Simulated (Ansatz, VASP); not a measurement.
**NbCd3H3 in VASP and in Ansatz**

```
Nb Cd H
1.0
     4.46781    0.00000    0.00000
     0.00000    4.46781    0.00000
     0.00000    0.00000    4.46781
Nb Cd H
1 3 3
Cartesian
  4.4678 0.0000 4.4678
  4.4678 2.2339 2.2339
  2.2339 0.0000 2.2339
  2.2339 2.2339 0.0000
  0.0000 0.0000 2.2339
  2.2339 0.0000 0.0000
  0.0000 2.2339 0.0000
```

Alike in both runs: functional PBE; k mesh 8 × 8 × 8; occupations gaussian, width 0.1 eV; no spin polarisation.

Ansatz relaxed the structure, and its values are those at the end. VASP's run is a single point on that final structure, the one shown.

|  | VASP | Ansatz |
| --- | --- | --- |
| version | VASP 6.6.1 | Ansatz 0.2.0 |
| potentials or method | VASP PAW PBE potentials, release 64 (Nb_sv, Cd, H), cutoff 520 eV | scalar-relativistic, plane waves, PAW |
| valence electrons in the cell | 52 | 76 |

VASP gave:

| Quantity | Value |
| --- | --- |
| gap on the k mesh at the Fermi level (eV) | none |
| pressure (GPa) | 0.4 |

Question: Estimate Ansatz's values.

Answer: gap on the k mesh at the Fermi level (eV): none; pressure (GPa): 0.0.

A gap of «none» marks a metal or a gap that the smearing closes. VASP's potentials hold 52 valence electrons a cell and Ansatz's 76, so a difference there can come from the potentials and not from the codes.
